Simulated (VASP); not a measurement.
# Os (P6_3/mmc) in VASP: further runs

Os is run at these levels: PBEsol; tasks: single point.

Program: VASP 6.6.1. These are calculated values, not measurements. Logs are shortened: lines on timing, memory, paths and dates and some standing lists are left out, and cuts for length are marked.

### 1 The cell of the first run

It takes space group P6_3/mmc (No. 194, hexagonal). Conventional cell: a = 2.679 Å, b = 2.679 Å, c = 4.320 Å, α = 90.00°, β = 90.00°, γ = 120.00°. Os (site symmetry -6m2) has 12 Os at 2.66 to 2.68 Å within 3.5 Å.

### 2 Single point, PBEsol (equal xx and yy strain of -2 %)

Contents of INCAR:

```
  PREC = Accurate
  ENCUT = 520
  EDIFF = 1E-7
  ISMEAR = -1
  SIGMA = 0.08
  LREAL = False
  LASPH = True
  NELM = 100
  ALGO = Normal
  ISIF = 2
  LWAVE = False
  LCHARG = False
  GGA = PS
  NBANDS = 15
```

Contents of KPOINTS:

```
regular mesh
0
Gamma
  17 17 10
```

Contents of POSCAR:

```
Os
1.0
    2.6794179760      0.0000000000      0.0000000000
   -1.3397089880      2.3204440346      0.0000000000
    0.0000000000      0.0000000000      4.3197000000
Os
2
Direct
    0.3333333333      0.6666666667      0.2500000000
    0.6666666667      0.3333333333      0.7500000000
```

Potentials or basis: VASP PAW PBE potentials, release 64 (Os).

Command:

```sh
$ cat potpaw_PBE.64/Os/POTCAR > POTCAR
$ mpirun -np 1 vasp_std > vasp.out
```

OUTCAR:

```text
PREC = Accurate
   ENCUT = 520
   EDIFF = 1E-7
   ISMEAR = -1
   LREAL = False
   LASPH = True
   NELM = 100
   ISIF = 2
   GGA = PS

 ion  position               nearest neighbor table
   1  0.333  0.667  0.250-   2 2.66   2 2.66   2 2.66   2 2.66   2 2.66   2 2.66
   2  0.667  0.333  0.750-   1 2.66   1 2.66   1 2.66   1 2.66   1 2.66   1 2.66

  LATTYP: Found a hexagonal cell.
 ALAT       =     2.6794179760
 C/A-ratio  =     1.6121784801

  Lattice vectors:

 A1 = (   2.6794179760,   0.0000000000,   0.0000000000)
 A2 = (  -1.3397089880,   2.3204440346,   0.0000000000)
 A3 = (   0.0000000000,   0.0000000000,   4.3197000000)

Analysis of symmetry for initial positions (statically):
=====================================================================
 Subroutine PRICEL returns:
 Original cell was already a primitive cell.

 Routine SETGRP: Setting up the symmetry group for a
 hexagonal supercell.

 Subroutine GETGRP returns: Found 24 space group operations
 (whereof 12 operations were pure point group operations)
 out of a pool of 24 trial point group operations.

The static configuration has the point symmetry D_3d.
 The point group associated with its full space group is D_6h.

Analysis of symmetry for dynamics (positions and initial velocities):
=====================================================================
 Subroutine PRICEL returns:
 Original cell was already a primitive cell.

 Routine SETGRP: Setting up the symmetry group for a
 hexagonal supercell.

 Subroutine GETGRP returns: Found 24 space group operations
 (whereof 12 operations were pure point group operations)
 out of a pool of 24 trial point group operations.

The dynamic configuration has the point symmetry D_3d.
 The point group associated with its full space group is D_6h.

 Subroutine INISYM returns: Found 24 space group operations
 (whereof 12 operations are pure point group operations),
 and found     1 'primitive' translations

----------------------------------------------------------------------------------------

                                     Primitive cell

  volume of cell :      26.8575

  direct lattice vectors                    reciprocal lattice vectors
     2.679417976  0.000000000  0.000000000     0.373215381  0.215476001  0.000000000
    -1.339708988  2.320444035  0.000000000     0.000000000  0.430952001  0.000000000
[... 88 lines left out ...]
   NSW    =      0    number of steps for IOM
   IBRION =     -1    ionic relax: 0-MD 1-quasi-New 2-CG
   NFREE  =      0    steps in history (QN), initial steepest desc. (CG)
   ISIF   =      2    stress and relaxation
   ISYM   =      2    0-nonsym 1-usesym 2-fastsym
   POTIM  = 0.5000    time-step for ionic-motion
   TEBEG  =    0.0;   TEEND  =   0.0 temperature during run
   PSTRESS=    0.0 pullay stress
   NELECT =      16.0000    total number of electrons
   NUPDOWN=      -1.0000    fix difference up-down
   EMIN   =  10.00;   EMAX   =-10.00  energy-range for DOS
   EFERMI =   0.00;   METHOD = LEGACY
   ISMEAR =    -1;   SIGMA  =   0.08  broadening in eV -4-tet -1-fermi 0-gaus
   EFERMI_NEDOS =   21; number of points for ismear=-14 and -15
   IALGO  =     38    algorithm
   IMIX   =      4    mixing-type and parameters
     AMIX     =   0.40;   BMIX     =  1.00
     AMIX_MAG =   1.60;   BMIX_MAG =  1.00
  volume/ion in A,a.u.               =      13.43        90.62
  Fermi-wavevector in a.u.,A,eV,Ry     =   1.377505  2.603107 25.817318  1.897519
  Thomas-Fermi vector in A             =   2.502652
   LORBIT       =      0    0 simple, 1 ext, 2 COOP (PROOUT), +10 PAW based schemes
   GGA     = PS    functional components
   LHFCALC =     F    Hartree Fock is set to
   AEXX    =    0.0000 exact exchange contribution
   IVDW    =     0    specifies the selected vdW correction
   LEPSILON=     F    determine dielectric tensor
   LRPA    =     F    only Hartree local field effects (RPA)
 non-spin polarized calculation
  energy-cutoff  :      520.00
  volume of cell :       26.86
 maximum number of plane-waves:       748
 NGX is ok and might be reduce to    20
   NGX =  9   NGY =  9   NGZ = 17

 number of electron      15.9999999 magnetization

 Free energy of the ion-electron system (eV)
  ---------------------------------------------------
  ext. energy  EPLUGINS =         0.00000000
  ---------------------------------------------------
  free energy    TOTEN  =       -24.43254393 eV

  energy without entropy =      -24.40766449  energy(sigma->0) =      -24.42010421

 E-fermi :   9.9605     XC(G=0): -14.3888

 val. band max:        9.9577354554   @ k =   0.2941   0.1176   0.2000
 cond. band min:       9.9906178964   @ k =   0.2941   0.0000   0.2000
 fundamental gap:      0.0328824409
 Fermi energy:         9.9605072131

 k-point     1 :       0.0000    0.0000    0.0000
  band No.  band energies     occupation
      1      -1.4324      2.00000
      2       1.6874      2.00000
      3       6.7047      2.00000
      4       6.7047      2.00000
      5       6.7067      2.00000
      6       7.5493      2.00000
      7       7.5493      2.00000
      8       8.4812      2.00000
      9       8.4812      2.00000
     10       9.7085      1.91780
     11      11.7540      0.00000
     12      11.7540      0.00000
     13      19.2223      0.00000
     14      24.0616      0.00000
[... 401 lines left out ...]
      2       3.9039      2.00000
      3       4.4425      2.00000
      4       4.4493      2.00000
      5       6.3411      2.00000
      6       6.6935      2.00000
      7       7.9339      2.00000
      8       8.8343      2.00000
      9      10.3285      0.01990
     10      11.3034      0.00000
     11      12.2693      0.00000
     12      18.6403      0.00000
     13      19.4526      0.00000
     14      23.4971      0.00000
     15      23.9331      0.00000

 [... further k-points ...]
[... 5 lines left out ...]
  --------------------------------------------------------------------------------------
  -------------------------------------------------------------------------------------
  Total        3.5643922      3.5643922      1.2905724     -0.0000000      0.0000000      0.0000000
  in kB      212.6331227    212.6331227     76.9888452     -0.0000000      0.0000000      0.0000000
  external PRESSURE =     167.4183635 kB  Pullay stress =       0.0000000 kB

 VOLUME and BASIS-vectors are now :
 -----------------------------------------------------------------------------
  energy-cutoff  :      520.00
  volume of cell :       26.86
      direct lattice vectors                 reciprocal lattice vectors
     2.679417976  0.000000000  0.000000000     0.373215381  0.215476001  0.000000000
    -1.339708988  2.320444035  0.000000000     0.000000000  0.430952001  0.000000000
     0.000000000  0.000000000  4.319700000     0.000000000  0.000000000  0.231497558

 POSITION                                       TOTAL-FORCE (eV/Angst)
 -----------------------------------------------------------------------------------
     -0.00000      1.54696      1.07993        -0.000000      0.000000      0.000000
      1.33971      0.77348      3.23977         0.000000     -0.000000      0.000000
 -----------------------------------------------------------------------------------
    total drift:                               -0.000000      0.000000     -0.000000

  FREE ENERGIE OF THE ION-ELECTRON SYSTEM (eV)
  ---------------------------------------------------
  free  energy   TOTEN  =       -24.4325439275 eV

  energy  without entropy=      -24.4076644868  energy(sigma->0) =      -24.42010421
```

OSZICAR:

```text
N       E                     dE             d eps       ncg     rms          rms(c)
DAV:   1     0.103761363270E+03    0.10376E+03   -0.75166E+03  5956   0.103E+03
DAV:   2    -0.213130791107E+02   -0.12507E+03   -0.10943E+03  6031   0.332E+02
DAV:   3    -0.258870222242E+02   -0.45739E+01   -0.44275E+01  8026   0.562E+01
DAV:   4    -0.259186051084E+02   -0.31583E-01   -0.31542E-01  6550   0.480E+00
DAV:   5    -0.259187676817E+02   -0.16257E-03   -0.16257E-03  8042   0.325E-01    0.266E+01
DAV:   6    -0.247934488737E+02    0.11253E+01   -0.87278E-01  7564   0.793E+00    0.124E+01
DAV:   7    -0.244417101027E+02    0.35174E+00   -0.64245E-01  7690   0.670E+00    0.632E-01
DAV:   8    -0.244351479746E+02    0.65621E-02   -0.72822E-03  6115   0.670E-01    0.378E-01
DAV:   9    -0.244325503195E+02    0.25977E-02   -0.17791E-03  7487   0.436E-01    0.424E-02
DAV:  10    -0.244325643358E+02   -0.14016E-04   -0.56569E-05  7627   0.632E-02    0.885E-03
DAV:  11    -0.244325446419E+02    0.19694E-04   -0.45176E-06  6822   0.239E-02    0.159E-03
DAV:  12    -0.244325440239E+02    0.61806E-06   -0.82879E-08  6077   0.283E-03    0.104E-03
DAV:  13    -0.244325439275E+02    0.96401E-07   -0.64944E-09  4027   0.773E-04
   1 F= -.24432544E+02 E0= -.24420104E+02  d E =-.248794E-01
```

It took 42 s on 1 thread of AMD EPYC 7R43 (Zen 3), shared host; peak memory 0.15 GiB.

Results:

```
Free energy            : -24.4325 eV
Pressure               : 16.7 GPa
Band gap on the k mesh : zero (bands 8 and 9 overlap by 4.28 eV)
```

Levels at points of the mesh, in eV from the Fermi level:
```tsv
k point	band 4	band 5	band 6	band 7	band 8	band 9	band 10	band 11	band 12	band 13
(0.00, 0.00, 0.00)	-3.26	-3.25	-2.41	-2.41	-1.48	-1.48	-0.25	1.79	1.79	9.26
(0.00, 0.00, 0.50)	-3.93	-3.40	-3.40	-3.40	-3.40	0.94	0.94	0.94	0.94	13.80
```

Caveat: the cell differs from its parent crystal (equal xx and yy strain of -2 %); the stress differs along the axes, from 8 to 21 GPa; the PAW data sets were made with another functional, which shifts forces and pressure a little; spin-orbit coupling is left out, which moves the levels of the heavy elements.

### 3 Single point, PBEsol (equal xx and yy strain of -1 %)

Contents of INCAR:

```
  ALGO = Normal
  EDIFF = 1E-6
  ENCUT = 520
  GGA = PS
  ISIF = 2
  ISMEAR = -1
  LASPH = True
  LCHARG = False
  LREAL = False
  LWAVE = False
  NBANDS = 15
  NELM = 100
  PREC = Accurate
  SIGMA = 0.08
```

Contents of KPOINTS:

```
k-points
0
Gamma
  17 17 10
```

Contents of POSCAR:

```
Os
1.0
    2.7067589757      0.0000000000      0.0000000000
   -1.3533794879      2.3441220350      0.0000000000
    0.0000000000      0.0000000000      4.3197000000
Os
2
Direct
    0.3333333333      0.6666666667      0.2500000000
    0.6666666667      0.3333333333      0.7500000000
```

Potentials or basis: VASP PAW PBE potentials, release 64 (Os).

Command:

```sh
$ cat potpaw_PBE.64/Os/POTCAR > POTCAR
$ mpirun -np 1 vasp_std > vasp.out
```

OUTCAR:

```text
EDIFF = 1E-6
   ENCUT = 520
   GGA = PS
   ISIF = 2
   ISMEAR = -1
   LASPH = True
   LREAL = False
   NELM = 100
   PREC = Accurate

 ion  position               nearest neighbor table
   1  0.333  0.667  0.250-   2 2.67   2 2.67   2 2.67   2 2.67   2 2.67   2 2.67
   2  0.667  0.333  0.750-   1 2.67   1 2.67   1 2.67   1 2.67   1 2.67   1 2.67

  LATTYP: Found a hexagonal cell.
 ALAT       =     2.7067589757
 C/A-ratio  =     1.5958938490

  Lattice vectors:

 A1 = (   2.7067589757,   0.0000000000,   0.0000000000)
 A2 = (  -1.3533794879,   2.3441220350,   0.0000000000)
 A3 = (   0.0000000000,   0.0000000000,   4.3197000000)

Analysis of symmetry for initial positions (statically):
=====================================================================
 Subroutine PRICEL returns:
 Original cell was already a primitive cell.

 Routine SETGRP: Setting up the symmetry group for a
 hexagonal supercell.

 Subroutine GETGRP returns: Found 24 space group operations
 (whereof 12 operations were pure point group operations)
 out of a pool of 24 trial point group operations.

The static configuration has the point symmetry D_3d.
 The point group associated with its full space group is D_6h.
[... 168 lines left out ...]

 k-point     1 :       0.0000    0.0000    0.0000
  band No.  band energies     occupation
      1      -1.5618      2.00000
      2       1.5827      2.00000
      3       6.4690      2.00000
      4       6.4690      2.00000
      5       6.6023      2.00000
      6       7.3145      2.00000
      7       7.3145      2.00000
      8       8.1066      2.00000
      9       8.1066      2.00000
     10       9.5052      1.72122
     11      11.3735      0.00000
     12      11.3735      0.00000
     13      18.7836      0.00000
     14      23.7009      0.00000
[... 401 lines left out ...]
      2       3.7043      2.00000
      3       4.2776      2.00000
      4       4.2784      2.00000
      5       6.1032      2.00000
      6       6.5180      2.00000
      7       7.6550      2.00000
      8       8.6458      1.99999
      9       9.9495      0.04670
     10      10.8990      0.00000
     11      11.9315      0.00000
     12      18.2353      0.00000
     13      18.9885      0.00000
     14      22.8134      0.00000
     15      23.2889      0.00000

 [... further k-points ...]
[... 5 lines left out ...]
  --------------------------------------------------------------------------------------
  -------------------------------------------------------------------------------------
  Total        1.5146916      1.5146916      0.3859857     -0.0000000     -0.0000000      0.0000000
  in kB       88.5424251     88.5424251     22.5630816     -0.0000000     -0.0000000      0.0000000
  external PRESSURE =      66.5493106 kB  Pullay stress =       0.0000000 kB

 VOLUME and BASIS-vectors are now :
 -----------------------------------------------------------------------------
  energy-cutoff  :      520.00
  volume of cell :       27.41
      direct lattice vectors                 reciprocal lattice vectors
     2.706758976  0.000000000  0.000000000     0.369445528  0.213299475  0.000000000
    -1.353379488  2.344122035  0.000000000     0.000000000  0.426598951  0.000000000
     0.000000000  0.000000000  4.319700000     0.000000000  0.000000000  0.231497558

 POSITION                                       TOTAL-FORCE (eV/Angst)
 -----------------------------------------------------------------------------------
     -0.00000      1.56275      1.07993         0.000000      0.000000      0.000000
      1.35338      0.78137      3.23977        -0.000000     -0.000000      0.000000
 -----------------------------------------------------------------------------------
    total drift:                               -0.000000      0.000000     -0.000000

  FREE ENERGIE OF THE ION-ELECTRON SYSTEM (eV)
  ---------------------------------------------------
  free  energy   TOTEN  =       -24.4842442957 eV

  energy  without entropy=      -24.4583245292  energy(sigma->0) =      -24.47128441
```

OSZICAR:

```text
N       E                     dE             d eps       ncg     rms          rms(c)
DAV:   1     0.101703691660E+03    0.10170E+03   -0.74551E+03  5940   0.103E+03
DAV:   2    -0.213900175737E+02   -0.12309E+03   -0.10816E+03  6003   0.329E+02
DAV:   3    -0.259736602421E+02   -0.45836E+01   -0.44440E+01  8131   0.564E+01
DAV:   4    -0.260051834018E+02   -0.31523E-01   -0.31475E-01  6325   0.481E+00
DAV:   5    -0.260053517224E+02   -0.16832E-03   -0.16831E-03  8272   0.330E-01    0.254E+01
DAV:   6    -0.248414159495E+02    0.11639E+01   -0.94886E-01  7515   0.827E+00    0.116E+01
DAV:   7    -0.244936119961E+02    0.34780E+00   -0.65670E-01  7669   0.678E+00    0.598E-01
DAV:   8    -0.244871671242E+02    0.64449E-02   -0.70105E-03  6122   0.644E-01    0.368E-01
DAV:   9    -0.244842474177E+02    0.29197E-02   -0.17454E-03  7375   0.433E-01    0.489E-02
DAV:  10    -0.244842655100E+02   -0.18092E-04   -0.62968E-05  7676   0.686E-02    0.104E-02
DAV:  11    -0.244842448861E+02    0.20624E-04   -0.46324E-06  6815   0.234E-02    0.147E-03
DAV:  12    -0.244842442957E+02    0.59040E-06   -0.91539E-08  4111   0.297E-03
   1 F= -.24484244E+02 E0= -.24471284E+02  d E =-.259198E-01
```

stdout:

```text
POSCAR found type information on POSCAR Os
 POSCAR found :  1 types and       2 ions
 scaLAPACK will be used
 -----------------------------------------------------------------------------
|                                                                             |
|                                                                             |
|     You enforced a specific xc type in the INCAR file but a different       |
|     I HOPE YOU KNOW WHAT YOU ARE DOING!                                     |
|                                                                             |
 -----------------------------------------------------------------------------

 LDA part: xc-table for (Slater+PW92), standard interpolation
 POSCAR, INCAR and KPOINTS ok, starting setup
 FFT: planning ... GRIDC
 FFT: planning ... GRID_SOFT
 FFT: planning ... GRID
 WAVECAR not read
 entering main loop
```

It took 39 s on 1 thread of AMD EPYC 7R43 (Zen 3), shared host; peak memory 0.16 GiB.

Results:

```
Free energy            : -24.4842 eV
Pressure               : 6.7 GPa
Band gap on the k mesh : zero (bands 8 and 9 overlap by 4.14 eV)
```

Caveat: the cell differs from its parent crystal (equal xx and yy strain of -1 %); the stress differs along the axes, from 2 to 9 GPa; the PAW data sets were made with another functional, which shifts forces and pressure a little; spin-orbit coupling is left out, which moves the levels of the heavy elements.

### 4 Single point, PBEsol (equal xx and yy strain of +1 %)

Contents of INCAR:

```
SYSTEM = Os
ALGO = Normal
EDIFF = 1E-6
ENCUT = 520
GGA = PS
ISIF = 2
ISMEAR = -1
LASPH = .TRUE.
LCHARG = .FALSE.
LREAL = .FALSE.
LWAVE = .FALSE.
NBANDS = 15
NELM = 100
PREC = Accurate
SIGMA = 0.08
```

Contents of KPOINTS:

```
k-points
0
G
  17 17 10
  0 0 0
```

Contents of POSCAR:

```
Os
1.0
    2.7614409753      0.0000000000      0.0000000000
   -1.3807204877      2.3914780356      0.0000000000
    0.0000000000      0.0000000000      4.3197000000
Os
2
Direct
    0.3333333333      0.6666666667      0.2500000000
    0.6666666667      0.3333333333      0.7500000000
```

Command:

```sh
$ cat potpaw_PBE.64/Os/POTCAR > POTCAR
$ mpirun -np 1 vasp_std > vasp.out
```

Run time: 53 s. Hardware: 1 thread of AMD EPYC 7R43 (Zen 3), shared host; peak memory 0.17 GiB.

The run converged. Its results:

```
Free energy            : -24.4719 eV
Pressure               : -10.3 GPa
Band gap on the k mesh : zero (bands 8 and 9 overlap by 3.73 eV)
```

Stress tensor (GPa, compression positive):
```
-11.70   0.00   0.00
  0.00 -11.70   0.00
  0.00   0.00  -7.38
```

Levels at points of the mesh, in eV from the Fermi level:
```tsv
k point	band 6	band 7	band 8	band 9	band 10	band 11
(0.00, 0.00, 0.00)	-2.19	-2.19	-1.65	-1.65	0.07	1.60
(0.00, 0.00, 0.50)	-3.26	-3.26	-3.26	0.83	0.83	0.83
```

Caveat: the cell differs from its parent crystal (equal xx and yy strain of +1 %); the cell stands under tension; the PAW data sets were made with another functional, which shifts forces and pressure a little; spin-orbit coupling is left out, which moves the levels of the heavy elements.

(Continued in part 2 of 2.)

The gap in the log of VASP goes by the Fermi energy; the results here count the filled bands.